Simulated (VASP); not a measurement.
# CaSe (P6_3/mmc) in VASP: further runs, part 2 of 2

VASP 6.6.1.

## 3. Single point, r2SCAN

This run uses another cell than the first one, of 31.87 Å³/atom, 1.031 times its volume.

POSCAR

```
CaSe
1.0
    5.0055966749      0.0000000000      0.0000000000
   -2.5027983375      4.3349738816      0.0000000000
    0.0000000000      0.0000000000      5.8757322710
Ca Se
2 2
Direct
    0.3333333333      0.6666666667     -0.0624992787
    0.6666666667      0.3333333333      0.4375007213
    0.3333333333      0.6666666667      0.4374992787
    0.6666666667      0.3333333333      0.9374992787
```

INCAR.step1

```
SYSTEM = CaSe
PREC = Accurate
ENCUT = 520
ISMEAR = 0
SIGMA = 0.01
LREAL = .False.
LASPH = .True.
NELM = 60
NBANDS = 24
GGA = PE
ALGO = Normal
EDIFF = 1E-4
LWAVE = .True.
LCHARG = .False.
```

INCAR.step2

```
SYSTEM = CaSe
PREC = Accurate
ENCUT = 520
EDIFF = 1E-7
ISMEAR = 0
SIGMA = 0.01
LREAL = .False.
LASPH = .True.
NELM = 60
ALGO = Normal
ISIF = 2
LWAVE = .False.
LCHARG = .False.
METAGGA = R2SCAN
LMIXTAU = .True.
NBANDS = 24
ISTART = 1
```

KPOINTS

```
regular mesh
0
Gamma
  6 6 4
  0 0 0
```

Potentials or basis: VASP PAW PBE potentials, release 64 (Ca_sv, Se).

Launch:

```bash
$ cat potpaw_PBE.64/Ca_sv/POTCAR potpaw_PBE.64/Se/POTCAR > POTCAR
$ cp INCAR.step1 INCAR
$ mpirun -np 1 vasp_std > vasp.out
$ cp INCAR.step2 INCAR
$ mpirun -np 1 vasp_std > vasp.out
```

OUTCAR:

```text
SYSTEM = CaSe
   PREC = Accurate
   ENCUT = 520
   EDIFF = 1E-7
   ISMEAR = 0
   LREAL = .False.
   LASPH = .True.
   NELM = 60
   ISIF = 2
   METAGGA = R2SCAN
   ISTART = 1

 ion  position               nearest neighbor table
   1  0.333  0.667  0.938-   4 2.89   4 2.89   4 2.89   3 2.94   3 2.94
   2  0.667  0.333  0.438-   3 2.89   3 2.89   3 2.89   4 2.94   4 2.94
   3  0.333  0.667  0.437-   2 2.89   2 2.89   2 2.89   1 2.94   1 2.94
   4  0.667  0.333  0.937-   1 2.89   1 2.89   1 2.89   2 2.94   2 2.94

  LATTYP: Found a hexagonal cell.
 ALAT       =     5.0055966749
 C/A-ratio  =     1.1738325424

  Lattice vectors:

 A1 = (   5.0055966749,   0.0000000000,   0.0000000000)
 A2 = (  -2.5027983375,   4.3349738816,   0.0000000000)
 A3 = (   0.0000000000,   0.0000000000,   5.8757322710)

Analysis of symmetry for initial positions (statically):
=====================================================================
 Subroutine PRICEL returns:
 Original cell was already a primitive cell.

 Routine SETGRP: Setting up the symmetry group for a
 hexagonal supercell.

 Subroutine GETGRP returns: Found 24 space group operations
 (whereof  6 operations were pure point group operations)
 out of a pool of 24 trial point group operations.

The static configuration has the point symmetry C_3v.
 The point group associated with its full space group is D_6h.

Analysis of symmetry for dynamics (positions and initial velocities):
=====================================================================
 Subroutine PRICEL returns:
 Original cell was already a primitive cell.

 Routine SETGRP: Setting up the symmetry group for a
 hexagonal supercell.

 Subroutine GETGRP returns: Found 24 space group operations
 (whereof  6 operations were pure point group operations)
 out of a pool of 24 trial point group operations.

The dynamic configuration has the point symmetry C_3v.
 The point group associated with its full space group is D_6h.

 Subroutine INISYM returns: Found 24 space group operations
 (whereof  6 operations are pure point group operations),
 and found     1 'primitive' translations

----------------------------------------------------------------------------------------

                                     Primitive cell

  volume of cell :     127.4983

  direct lattice vectors                    reciprocal lattice vectors
     5.005596675  0.000000000  0.000000000     0.199776383  0.115340949  0.000000000
    -2.502798337  4.334973882  0.000000000     0.000000000  0.230681897  0.000000000
     0.000000000  0.000000000  5.875732271     0.000000000  0.000000000  0.170191553

  length of vectors
     5.005596675  5.005596675  5.875732271     0.230681897  0.230681897  0.170191553

  position of ions in fractional coordinates (direct lattice)
     0.333333333  0.666666667  0.937500721
     0.666666667  0.333333333  0.437500721
     0.333333333  0.666666667  0.437499279
     0.666666667  0.333333333  0.937499279

  ion indices of the primitive-cell ions
   primitive index   ion index
                 1           1
                 2           2
                 3           3
                 4           4

----------------------------------------------------------------------------------------

 KPOINTS: regular mesh

Automatic generation of k-mesh.
 Grid dimensions read from file:
 generate k-points for:    6    6    4

 Generating k-lattice:

  Cartesian coordinates                     Fractional coordinates (reciprocal lattice)
     0.033296064  0.019223491  0.000000000     0.166666667  0.000000000  0.000000000
     0.000000000  0.038446983  0.000000000     0.000000000  0.166666667  0.000000000
     0.000000000  0.000000000  0.042547888     0.000000000  0.000000000  0.250000000

  Length of vectors
     0.038446983  0.038446983  0.042547888

  Shift w.r.t. Gamma in fractional coordinates (k-lattice)
     0.000000000  0.000000000  0.000000000

 Subroutine IBZKPT returns following result:
 ===========================================

 Found     21 irreducible k-points:

 Following reciprocal coordinates:
            Coordinates               Weight
  0.000000  0.000000  0.000000      1.000000
  0.166667  0.000000  0.000000      6.000000
  0.333333  0.000000  0.000000      6.000000
  0.500000  0.000000  0.000000      3.000000
  0.166667  0.166667  0.000000      6.000000
  0.333333  0.166667  0.000000     12.000000
[... 13 lines left out ...]
  0.333333  0.166667  0.500000     12.000000
  0.333333  0.333333  0.500000      2.000000
   k-points           NKPTS =     21   k-points in BZ     NKDIM =     21   number of bands    NBANDS=     24
   number of dos      NEDOS =    301   number of ions     NIONS =      4
   total plane-waves  NPLWV =  76800
   dimension x,y,z NGX =    40 NGY =   40 NGZ =   48
   dimension x,y,z NGXF=    80 NGYF=   80 NGZF=   96
   ions per type =               2   2
   NGX,Y,Z   is equivalent  to a cutoff of  13.28, 13.28, 13.58 a.u.
   NGXF,Y,Z  is equivalent  to a cutoff of  26.57, 26.57, 27.16 a.u.
 SYSTEM =  CaSe
   PREC   = accura    normal or accurate (medium, high low for compatibility)
   ISTART =      1    job   : 0-new  1-cont  2-samecut
   ICHARG =      0    charge: 1-file 2-atom 10-const
   ISPIN  =      1    spin polarized calculation?
   LNONCOLLINEAR =      F non collinear calculations
   LSORBIT =      F    spin-orbit coupling
   LASPH  =      T    aspherical Exc in radial PAW
   ENCUT  =  520.0 eV  38.22 Ry    6.18 a.u.   9.31  9.31 10.92*2*pi/ulx,y,z
   NELM   =     60;   NELMIN=  2; NELMDL=  0     # of ELM steps
   EDIFF  = 0.1E-06   stopping-criterion for ELM
   LREAL  =      F    real-space projection
   EDIFFG = 0.1E-05   stopping-criterion for IOM
   NSW    =      0    number of steps for IOM
   IBRION =     -1    ionic relax: 0-MD 1-quasi-New 2-CG
   NFREE  =      0    steps in history (QN), initial steepest desc. (CG)
   ISIF   =      2    stress and relaxation
   ISYM   =      2    0-nonsym 1-usesym 2-fastsym
   POTIM  = 0.5000    time-step for ionic-motion
   TEBEG  =    0.0;   TEEND  =   0.0 temperature during run
   PSTRESS=    0.0 pullay stress
   NELECT =      32.0000    total number of electrons
   NUPDOWN=      -1.0000    fix difference up-down
   EMIN   =  10.00;   EMAX   =-10.00  energy-range for DOS
   EFERMI =   0.00;   METHOD = LEGACY
   ISMEAR =     0;   SIGMA  =   0.01  broadening in eV -4-tet -1-fermi 0-gaus
   EFERMI_NEDOS =   21; number of points for ismear=-14 and -15
   IALGO  =     38    algorithm
   IMIX   =      4    mixing-type and parameters
     AMIX     =   0.40;   BMIX     =  1.00
     AMIX_MAG =   1.60;   BMIX_MAG =  1.00
  volume/ion in A,a.u.               =      31.87       215.10
  Fermi-wavevector in a.u.,A,eV,Ry     =   1.032658  1.951442 14.509029  1.066384
  Thomas-Fermi vector in A             =   2.166867
   LORBIT       =      0    0 simple, 1 ext, 2 COOP (PROOUT), +10 PAW based schemes
   METAGGA = R2SCAN    functional components
   LHFCALC =     F    Hartree Fock is set to
   AEXX    =    0.0000 exact exchange contribution
   IVDW    =     0    specifies the selected vdW correction
   LEPSILON=     F    determine dielectric tensor
   LRPA    =     F    only Hartree local field effects (RPA)
 non-spin polarized calculation
 Gauss-broadening in eV      SIGMA  =   0.01
  energy-cutoff  :      520.00
  volume of cell :      127.50
 maximum number of plane-waves:      3460
 NGX is ok and might be reduce to    40
   NGX = 19   NGY = 19   NGZ = 21

 number of electron      32.0000003 magnetization

 Free energy of the ion-electron system (eV)
  ---------------------------------------------------
  ext. energy  EPLUGINS =         0.00000000
  ---------------------------------------------------
  free energy    TOTEN  =       -51.36344674 eV

  energy without entropy =      -51.36344674  energy(sigma->0) =      -51.36344674

 E-fermi :   0.9549     XC(G=0):  -8.4486

 val. band max:        0.9091545221   @ k =   0.0000   0.0000   0.0000
 cond. band min:       3.8017738529   @ k =   0.3333   0.3333   0.0000
 fundamental gap:      2.8926193308
 Fermi energy:         0.9549462093

 k-point     1 :       0.0000    0.0000    0.0000
  band No.  band energies     occupation
      1     -40.5347      2.00000
      2     -40.5264      2.00000
      3     -20.6998      2.00000
      4     -20.6998      2.00000
      5     -20.6959      2.00000
      6     -20.6710      2.00000
[... 556 lines left out ...]
     23       7.0934      0.00000
     24       7.0934      0.00000

------------------------ aborting loop because EDIFF is reached ----------------------------------------

  FORCE on cell =-STRESS in cart. coord.  units (eV):
  Direction    XX          YY          ZZ          XY          YZ          ZX
  --------------------------------------------------------------------------------------
  -------------------------------------------------------------------------------------
  Total        0.1490792      0.1490792      0.1759642     -0.0000000     -0.0000000      0.0000000
  in kB        1.8733686      1.8733686      2.2112128     -0.0000000     -0.0000000      0.0000000
  external PRESSURE =       1.9859834 kB  Pullay stress =       0.0000000 kB

 VOLUME and BASIS-vectors are now :
 -----------------------------------------------------------------------------
  energy-cutoff  :      520.00
  volume of cell :      127.50
      direct lattice vectors                 reciprocal lattice vectors
     5.005596675  0.000000000  0.000000000     0.199776383  0.115340949  0.000000000
    -2.502798337  4.334973882  0.000000000     0.000000000  0.230681897  0.000000000
     0.000000000  0.000000000  5.875732271     0.000000000  0.000000000  0.170191553

 POSITION                                       TOTAL-FORCE (eV/Angst)
 -----------------------------------------------------------------------------------
     -0.00000      2.88998      5.50850         0.000000      0.000000      0.000000
      2.50280      1.44499      2.57064        -0.000000     -0.000000     -0.000000
     -0.00000      2.88998      2.57063        -0.000000     -0.000000     -0.000000
      2.50280      1.44499      5.50849        -0.000000      0.000000     -0.000000
 -----------------------------------------------------------------------------------
    total drift:                               -0.000000      0.000000      0.005859

  FREE ENERGIE OF THE ION-ELECTRON SYSTEM (eV)
  ---------------------------------------------------
  free  energy   TOTEN  =       -51.3634467371 eV

  energy  without entropy=      -51.3634467371  energy(sigma->0) =      -51.36344674
```

Run time: 3.3 min. Hardware: 1 thread of AMD EPYC 9R45 (Zen 5), shared host; peak memory 0.28 GiB.

Results:

```yaml
Free_energy: -51.3634 eV
Pressure: 0.2 GPa
Band_gap_on_the_k_mesh: 2.89 eV, indirect (least direct gap 3.04 eV)
```

Levels at points of the mesh, in eV from the valence-band top:
```
           k point  band 13  band 14  band 15  band 16  band 17  band 18  band 19  band 20
(0.00, 0.00, 0.00)    -1.57    -1.07    -1.07     0.00     3.04     4.09     4.09     4.94
(0.50, 0.00, 0.00)    -1.59    -1.44    -0.99    -0.52     3.54     3.70     4.16     5.11
(0.00, 0.00, 0.50)    -1.40    -1.40    -1.40    -1.40     4.23     4.23     5.56     5.56
(0.50, 0.00, 0.50)    -1.24    -1.24    -1.06    -1.06     4.04     4.04     5.22     5.22
```

Caveat: the PAW data sets were made with another functional, which shifts forces and pressure a little. A k mesh can miss the band edges.
